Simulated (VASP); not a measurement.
# WS2 (Cc) in VASP: further runs

WS2 is run at these levels: PBEsol; tasks: single point.

All numbers are computed with VASP 6.6.1; they aren't measurements. Logs are shortened: lines on timing, memory, paths and dates and some standing lists are left out, and cuts for length are marked.

### 1 The cell of the first run

Symmetry: Cc, No. 9, monoclinic system. The conventional cell has a = 12.870 Å, b = 3.148 Å, c = 5.452 Å, α = 90.00°, β = 98.12°, γ = 90.00°. Within 3.3 Å of W (site symmetry 1) lie 6 S at 2.40 to 2.41 Å and 6 W at 3.06 to 3.24 Å. S (site symmetry 1) has 3 W at 2.40 to 2.41 Å and 7 S at 3.07 to 3.24 Å within 3.3 Å. Within 3.3 Å of S (site symmetry 1) lie 3 W at 2.40 to 2.41 Å and 7 S at 3.07 to 3.24 Å.

### 2 Single point, PBEsol (atoms displaced along a vibrational mode)

Input file INCAR:

```
SYSTEM = WS2
  PREC = Accurate
  ENCUT = 520
  EDIFF = 1E-6
  ISMEAR = 0
  SIGMA = 0.05
  LREAL = .FALSE.
  LASPH = .TRUE.
  NELM = 100
  ALGO = Normal
  ISIF = 2
  LWAVE = .FALSE.
  LCHARG = .FALSE.
  GGA = PS
  NBANDS = 35
```

Input file KPOINTS:

```
regular mesh
0
G
  10 6 10
  0 0 0
```

Input file POSCAR:

```
WS2
1.0
   -3.1476068045      0.0000000000      0.0000000000
    0.0000000000      5.4518149077      0.0000000000
    1.5738034023     -0.9086358179     -6.3704647422
W S
2 4
Direct
    0.5296004226      0.5003357568      0.0020145410
   -0.0275858816      0.0003357568      0.0020145410
    0.9048073794      0.6260184843      0.7561109058
    0.3513035264      0.1260184843      0.7561109058
    0.1509595504      0.7079957589      0.2479745532
    0.5970150028      0.2079957589      0.2479745532
```

Potentials or basis: VASP PAW PBE potentials, release 64 (W_sv, S).

The run is started by

```console
cat potpaw_PBE.64/W_sv/POTCAR potpaw_PBE.64/S/POTCAR > POTCAR
mpirun -np 1 vasp_std > vasp.out
```

OUTCAR:

```text
SYSTEM = WS2
   PREC = Accurate
   ENCUT = 520
   EDIFF = 1E-6
   ISMEAR = 0
   LREAL = .FALSE.
   LASPH = .TRUE.
   NELM = 100
   ISIF = 2
   GGA = PS

 ion  position               nearest neighbor table
   1  0.530  0.500  0.002-   3 2.40   5 2.40   5 2.40   3 2.40   4 2.41   6 2.41   2 3.06   2 3.06
                             2 3.24   2 3.24
   2  0.972  0.000  0.002-   4 2.40   6 2.40   6 2.40   4 2.40   3 2.41   5 2.41   1 3.06   1 3.06
                             1 3.24   1 3.24
   3  0.905  0.626  0.756-   1 2.40   1 2.40   2 2.41
   4  0.351  0.126  0.756-   2 2.40   2 2.40   1 2.41
   5  0.151  0.708  0.248-   1 2.40   1 2.40   2 2.41
   6  0.597  0.208  0.248-   2 2.40   2 2.40   1 2.41

  LATTYP: Found a base centered monoclinic cell.
 ALAT       =    12.8698780229
 B/A-ratio  =     0.2445716112
 C/A-ratio  =     0.4236104568
 COS(beta)  =    -0.1412034856

  Lattice vectors:

 A1 = (   1.5738034023,  -0.9086358179,  -6.3704647422)
 A2 = (  -1.5738034022,  -0.9086358179,  -6.3704647422)
 A3 = (   0.0000000000,   5.4518149077,   0.0000000000)

Analysis of symmetry for initial positions (statically):
=====================================================================
 Subroutine PRICEL returns:
 Original cell was already a primitive cell.

 Routine SETGRP: Setting up the symmetry group for a
 base centered monoclinic supercell.

 Subroutine GETGRP returns: Found  2 space group operations
 (whereof  1 operations were pure point group operations)
 out of a pool of  4 trial point group operations.

The static configuration has the point symmetry C_1 .
 The point group associated with its full space group is C_1h.

Analysis of symmetry for dynamics (positions and initial velocities):
=====================================================================
 Subroutine PRICEL returns:
 Original cell was already a primitive cell.

 Routine SETGRP: Setting up the symmetry group for a
 base centered monoclinic supercell.

 Subroutine GETGRP returns: Found  2 space group operations
 (whereof  1 operations were pure point group operations)
 out of a pool of  4 trial point group operations.

The dynamic configuration has the point symmetry C_1 .
 The point group associated with its full space group is C_1h.

 Subroutine INISYM returns: Found  2 space group operations
 (whereof  1 operations are pure point group operations),
 and found     1 'primitive' translations

----------------------------------------------------------------------------------------

                                     Primitive cell

  volume of cell :     109.3183

  direct lattice vectors                    reciprocal lattice vectors
    -3.147606805  0.000000000  0.000000000    -0.317701690  0.000000000 -0.078487209
     0.000000000  5.451814908  0.000000000     0.000000000  0.183425156 -0.026162403
     1.573803402 -0.908635818 -6.370464742     0.000000000  0.000000000 -0.156974419

  length of vectors
     3.147606805  5.451814908  6.624597892     0.327253122  0.185281567  0.156974419

  position of ions in fractional coordinates (direct lattice)
     0.529600423  0.500335757  0.002014541
     0.972414118  0.000335757  0.002014541
     0.904807379  0.626018484  0.756110906
     0.351303526  0.126018484  0.756110906
     0.150959550  0.707995759  0.247974553
     0.597015003  0.207995759  0.247974553

  ion indices of the primitive-cell ions
   primitive index   ion index
                 1           1
                 2           2
                 3           3
                 4           4
                 5           5
                 6           6

----------------------------------------------------------------------------------------

 KPOINTS: regular mesh

Automatic generation of k-mesh.
 Grid dimensions read from file:
 generate k-points for:   10    6   10

 Generating k-lattice:

  Cartesian coordinates                     Fractional coordinates (reciprocal lattice)
    -0.031770169  0.000000000 -0.007848721     0.100000000  0.000000000  0.000000000
     0.000000000  0.030570859 -0.004360401     0.000000000  0.166666667 -0.000000000
     0.000000000  0.000000000 -0.015697442     0.000000000  0.000000000  0.100000000

  Length of vectors
     0.032725312  0.030880261  0.015697442

  Shift w.r.t. Gamma in fractional coordinates (k-lattice)
     0.000000000  0.000000000  0.000000000

 Subroutine IBZKPT returns following result:
 ===========================================

 Found    172 irreducible k-points:

 Following reciprocal coordinates:
            Coordinates               Weight
  0.000000  0.000000  0.000000      1.000000
  0.100000  0.000000  0.000000      4.000000
  0.200000  0.000000  0.000000      4.000000
  0.300000  0.000000  0.000000      4.000000
  0.400000  0.000000 -0.000000      4.000000
  0.500000  0.000000  0.000000      2.000000
[... 16 lines left out ...]
 -0.400000  0.333333  0.000000      4.000000
 -0.300000  0.333333  0.000000      4.000000
 [... further k-points ...]
   k-points           NKPTS =    172   k-points in BZ     NKDIM =    172   number of bands    NBANDS=     35
   number of dos      NEDOS =    301   number of ions     NIONS =      6
   total plane-waves  NPLWV =  50400
   dimension x,y,z NGX =    24 NGY =   42 NGZ =   50
   dimension x,y,z NGXF=    48 NGYF=   84 NGZF=  100
   ions per type =               2   4
   NGX,Y,Z   is equivalent  to a cutoff of  12.68, 12.81, 12.55 a.u.
   NGXF,Y,Z  is equivalent  to a cutoff of  25.35, 25.61, 25.10 a.u.
 SYSTEM =  WS2
   PREC   = accura    normal or accurate (medium, high low for compatibility)
   ISTART =      0    job   : 0-new  1-cont  2-samecut
   ICHARG =      2    charge: 1-file 2-atom 10-const
   ISPIN  =      1    spin polarized calculation?
   LNONCOLLINEAR =      F non collinear calculations
   LSORBIT =      F    spin-orbit coupling
   LASPH  =      T    aspherical Exc in radial PAW
   ENCUT  =  520.0 eV  38.22 Ry    6.18 a.u.   5.85 10.14 12.32*2*pi/ulx,y,z
   NELM   =    100;   NELMIN=  2; NELMDL= -5     # of ELM steps
   EDIFF  = 0.1E-05   stopping-criterion for ELM
   LREAL  =      F    real-space projection
   EDIFFG = 0.1E-04   stopping-criterion for IOM
   NSW    =      0    number of steps for IOM
   IBRION =     -1    ionic relax: 0-MD 1-quasi-New 2-CG
   NFREE  =      0    steps in history (QN), initial steepest desc. (CG)
   ISIF   =      2    stress and relaxation
   ISYM   =      2    0-nonsym 1-usesym 2-fastsym
   POTIM  = 0.5000    time-step for ionic-motion
   TEBEG  =    0.0;   TEEND  =   0.0 temperature during run
   PSTRESS=    0.0 pullay stress
   NELECT =      52.0000    total number of electrons
   NUPDOWN=      -1.0000    fix difference up-down
   EMIN   =  10.00;   EMAX   =-10.00  energy-range for DOS
   EFERMI =   0.00;   METHOD = LEGACY
   ISMEAR =     0;   SIGMA  =   0.05  broadening in eV -4-tet -1-fermi 0-gaus
   EFERMI_NEDOS =   21; number of points for ismear=-14 and -15
   IALGO  =     38    algorithm
   IMIX   =      4    mixing-type and parameters
     AMIX     =   0.40;   BMIX     =  1.00
     AMIX_MAG =   1.60;   BMIX_MAG =  1.00
  volume/ion in A,a.u.               =      18.22       122.95
  Fermi-wavevector in a.u.,A,eV,Ry     =   1.277944  2.414963 22.220219  1.633140
  Thomas-Fermi vector in A             =   2.410515
   LORBIT       =      0    0 simple, 1 ext, 2 COOP (PROOUT), +10 PAW based schemes
   GGA     = PS    functional components
   LHFCALC =     F    Hartree Fock is set to
   AEXX    =    0.0000 exact exchange contribution
   IVDW    =     0    specifies the selected vdW correction
   LEPSILON=     F    determine dielectric tensor
   LRPA    =     F    only Hartree local field effects (RPA)
 non-spin polarized calculation
 Gauss-broadening in eV      SIGMA  =   0.05
  energy-cutoff  :      520.00
  volume of cell :      109.32
 maximum number of plane-waves:      2964
   NGX = 11   NGY = 21   NGZ = 25

 number of electron      52.0000007 magnetization

 Free energy of the ion-electron system (eV)
  ---------------------------------------------------
  ext. energy  EPLUGINS =         0.00000000
  ---------------------------------------------------
  free energy    TOTEN  =       -50.42683648 eV

  energy without entropy =      -50.42683648  energy(sigma->0) =      -50.42683648

 E-fermi :   7.1475     XC(G=0): -10.9089

 val. band max:        6.9296658318   @ k =   0.0000   0.0000   0.5000
 cond. band min:       8.0316846773   @ k =  -0.3000   0.0000   0.1000
 fundamental gap:      1.1020188455
 Fermi energy:         7.1474821777

 k-point     1 :       0.0000    0.0000    0.0000
  band No.  band energies     occupation
      1     -67.5046      2.00000
      2     -67.4835      2.00000
      3     -31.9700      2.00000
      4     -31.7833      2.00000
      5     -31.7113      2.00000
      6     -31.6856      2.00000
[... 27 lines left out ...]
     34      11.0411      0.00000
     35      11.4950      0.00000

 k-point     2 :       0.1000    0.0000    0.0000
  band No.  band energies     occupation
      1     -67.5032      2.00000
      2     -67.4830      2.00000
      3     -31.9596      2.00000
      4     -31.7783      2.00000
      5     -31.7096      2.00000
      6     -31.7076      2.00000
[... 27 lines left out ...]
     34      11.0172      0.00000
     35      11.6864      0.00000

 k-point     3 :       0.2000    0.0000    0.0000
  band No.  band energies     occupation
      1     -67.4994      2.00000
      2     -67.4818      2.00000
      3     -31.9312      2.00000
      4     -31.7647      2.00000
      5     -31.7645      2.00000
      6     -31.7055      2.00000
[... 27 lines left out ...]
     34      11.5862      0.00000
     35      12.2654      0.00000
[... 723 lines left out ...]
 k-point    23 :      -0.4000    0.3333    0.0000
  band No.  band energies     occupation
      1     -67.4876      2.00000
      2     -67.4826      2.00000
      3     -31.9514      2.00000
      4     -31.9216      2.00000
      5     -31.7223      2.00000
      6     -31.7165      2.00000
[... 27 lines left out ...]
     34      11.2266      0.00000
     35      12.5344      0.00000

 k-point    24 :      -0.3000    0.3333    0.0000
  band No.  band energies     occupation
      1     -67.4911      2.00000
      2     -67.4841      2.00000
      3     -31.9127      2.00000
      4     -31.8545      2.00000
      5     -31.7354      2.00000
      6     -31.7229      2.00000
[... 27 lines left out ...]
     34      11.4171      0.00000
     35      13.3165      0.00000

 [... further k-points ...]

------------------------ aborting loop because EDIFF is reached ----------------------------------------

  FORCE on cell =-STRESS in cart. coord.  units (eV):
  Direction    XX          YY          ZZ          XY          YZ          ZX
  --------------------------------------------------------------------------------------
  -------------------------------------------------------------------------------------
  Total       -0.0446869      0.3960342     -0.0525364     -0.0000000      0.0007402      0.0000000
  in kB       -0.6549354      5.8043100     -0.7699785     -0.0000000      0.0108483      0.0000000
  external PRESSURE =       1.4597987 kB  Pullay stress =       0.0000000 kB

 VOLUME and BASIS-vectors are now :
 -----------------------------------------------------------------------------
  energy-cutoff  :      520.00
  volume of cell :      109.32
      direct lattice vectors                 reciprocal lattice vectors
    -3.147606805  0.000000000  0.000000000    -0.317701690  0.000000000 -0.078487209
     0.000000000  5.451814908  0.000000000     0.000000000  0.183425156 -0.026162403
     1.573803402 -0.908635818 -6.370464742     0.000000000  0.000000000 -0.156974419

 POSITION                                       TOTAL-FORCE (eV/Angst)
 -----------------------------------------------------------------------------------
     -1.66380      2.72591     -0.01283         1.019891     -0.019320     -0.000152
     -3.05761     -0.00000     -0.01283        -1.019891     -0.019320     -0.000152
     -1.65801      2.72591     -4.81678         0.167037      0.009406     -0.003900
      0.08420      0.00000     -4.81678        -0.167037      0.009406     -0.003900
     -0.08490      3.63454     -1.57971         0.168605      0.009914      0.004052
     -1.48891      0.90864     -1.57971        -0.168605      0.009914      0.004052
 -----------------------------------------------------------------------------------
    total drift:                               -0.000011      0.000019      0.000421

  FREE ENERGIE OF THE ION-ELECTRON SYSTEM (eV)
  ---------------------------------------------------
  free  energy   TOTEN  =       -50.4268364845 eV

  energy  without entropy=      -50.4268364845  energy(sigma->0) =      -50.42683648
```

Run time: 9 min. Hardware: 1 thread of Intel Xeon Platinum 8259CL at 2.50GHz (Skylake/Cascade Lake), shared host; peak memory 0.58 GiB.

What came out:

```yaml
Free_energy: -50.4268 eV
Pressure: 0.1 GPa
Largest_force: 1.020 eV/Å
Band_gap_on_the_k_mesh: 1.10 eV (least direct gap 1.69 eV)
```

Forces on the atoms (eV/Å):
```
W    1.020 -0.019  0.000
W   -1.020 -0.019  0.000
S    0.167  0.009 -0.004
S   -0.167  0.009 -0.004
S    0.169  0.010  0.004
S   -0.169  0.010  0.004
```

Caveat: the cell differs from its parent crystal (atoms displaced along a vibrational mode); the PAW data sets were made with another functional, which shifts forces and pressure a little; spin-orbit coupling is left out, which moves the levels of the heavy elements; this functional lacks dispersion, which binds the layers, so the pressure and a relaxed spacing across them are unreliable. A k mesh can miss the band edges.

### 3 Single point, PBEsol (atoms displaced along a vibrational mode)

Input file INCAR:

```
SYSTEM = WS2
PREC     = Accurate       ! precision mode
ENCUT    = 520            ! plane-wave cutoff, eV
EDIFF    = 1E-6           ! SCF threshold, eV
ISMEAR   = 0              ! smearing method
SIGMA    = 0.05           ! smearing width, eV
LREAL    = .False.        ! projectors in reciprocal space
LASPH    = .True.         ! aspherical terms in the spheres
NELM     = 80             ! most SCF steps
ALGO     = Normal         ! electronic algorithm
ISIF     = 2              ! what is computed and relaxed
LWAVE    = .False.        ! write WAVECAR
LCHARG   = .False.        ! write CHGCAR
GGA      = PS             ! functional
NBANDS   = 35             ! bands
```

Input file KPOINTS:

```
Automatic mesh
0
Gamma
  10 6 10
  0 0 0
```

Input file POSCAR:

```
WS2
1.0
   -3.1476068045      0.0000000000      0.0000000000
    0.0000000000      5.4518149077      0.0000000000
    1.5738034023     -0.9086358179     -6.3704647422
W S
2 4
Direct
    0.4628830677      0.5003357568      0.0020145410
    0.0391314733      0.0003357568      0.0020145410
    0.8423862176      0.6260184843      0.7561109058
    0.4137246882      0.1260184843      0.7561109058
    0.0880242449      0.7079957589      0.2479745532
    0.6599503083      0.2079957589      0.2479745532
```

Potentials or basis: VASP PAW PBE potentials, release 64 (W_sv, S).

The run is started by

```console
cat potpaw_PBE.64/W_sv/POTCAR potpaw_PBE.64/S/POTCAR > POTCAR
mpirun -np 1 vasp_std > vasp.out
```

OUTCAR:

```text
SYSTEM = WS2
   PREC = Accurate
   ENCUT = 520
   EDIFF = 1E-6
   ISMEAR = 0
   LREAL = .False.
   LASPH = .True.
   NELM = 80
   ISIF = 2
   GGA = PS

 ion  position               nearest neighbor table
   1  0.463  0.500  0.002-   3 2.39   5 2.40   5 2.40   3 2.40   4 2.41   6 2.41   2 3.03   2 3.03
                             2 3.27   2 3.27
   2  0.039  0.000  0.002-   4 2.39   6 2.40   6 2.40   4 2.40   3 2.41   5 2.41   1 3.03   1 3.03
                             1 3.27   1 3.27
   3  0.842  0.626  0.756-   1 2.39   1 2.40   2 2.41
   4  0.414  0.126  0.756-   2 2.39   2 2.40   1 2.41
   5  0.088  0.708  0.248-   1 2.40   1 2.40   2 2.41
   6  0.660  0.208  0.248-   2 2.40   2 2.40   1 2.41
[... 1124 lines left out ...]
  Total       -0.1339438      0.6660798     -0.1755191     -0.0000000      0.0013099      0.0000000
  in kB       -1.9630918      9.7621196     -2.5724226     -0.0000000      0.0191973      0.0000000
  external PRESSURE =       1.7422017 kB  Pullay stress =       0.0000000 kB

 VOLUME and BASIS-vectors are now :
 -----------------------------------------------------------------------------
  energy-cutoff  :      520.00
  volume of cell :      109.32
      direct lattice vectors                 reciprocal lattice vectors
    -3.147606805  0.000000000  0.000000000    -0.317701690  0.000000000 -0.078487209
     0.000000000  5.451814908  0.000000000     0.000000000  0.183425156 -0.026162403
     1.573803402 -0.908635818 -6.370464742     0.000000000  0.000000000 -0.156974419

 POSITION                                       TOTAL-FORCE (eV/Angst)
 -----------------------------------------------------------------------------------
     -1.45380      2.72591     -0.01283        -1.356286     -0.032699     -0.000124
     -0.12000     -0.00000     -0.01283         1.356286     -0.032699     -0.000124
     -1.46153      2.72591     -4.81678        -0.221781      0.015929     -0.022633
     -0.11227      0.00000     -4.81678         0.221781      0.015929     -0.022633
      0.11320      3.63454     -1.57971        -0.223969      0.016770      0.022756
     -1.68700      0.90864     -1.57971         0.223969      0.016770      0.022756
 -----------------------------------------------------------------------------------
    total drift:                                0.000006      0.000029      0.000410

  FREE ENERGIE OF THE ION-ELECTRON SYSTEM (eV)
  ---------------------------------------------------
  free  energy   TOTEN  =       -50.3334969266 eV

  energy  without entropy=      -50.3334969266  energy(sigma->0) =      -50.33349693
```

Wall time 7 min (1 thread of Intel Xeon Platinum 8259CL at 2.50GHz (Skylake/Cascade Lake), shared host); peak memory 0.58 GiB.

Results:

| Property | Result |
| --- | --- |
| Free energy | -50.3335 eV |
| Pressure | 0.2 GPa |
| Largest force | 1.357 eV/Å |
| Band gap on the k mesh | 1.03 eV (least direct gap 1.63 eV) |

Forces on the atoms (eV/Å):
```
W   -1.356 -0.033  0.000
W    1.356 -0.033  0.000
S   -0.222  0.016 -0.023
S    0.222  0.016 -0.023
S   -0.224  0.017  0.023
S    0.224  0.017  0.023
```

Caveat: the cell differs from its parent crystal (atoms displaced along a vibrational mode); the PAW data sets were made with another functional, which shifts forces and pressure a little; spin-orbit coupling is left out, which moves the levels of the heavy elements; this functional lacks dispersion, which binds the layers, so the pressure and a relaxed spacing across them are unreliable.
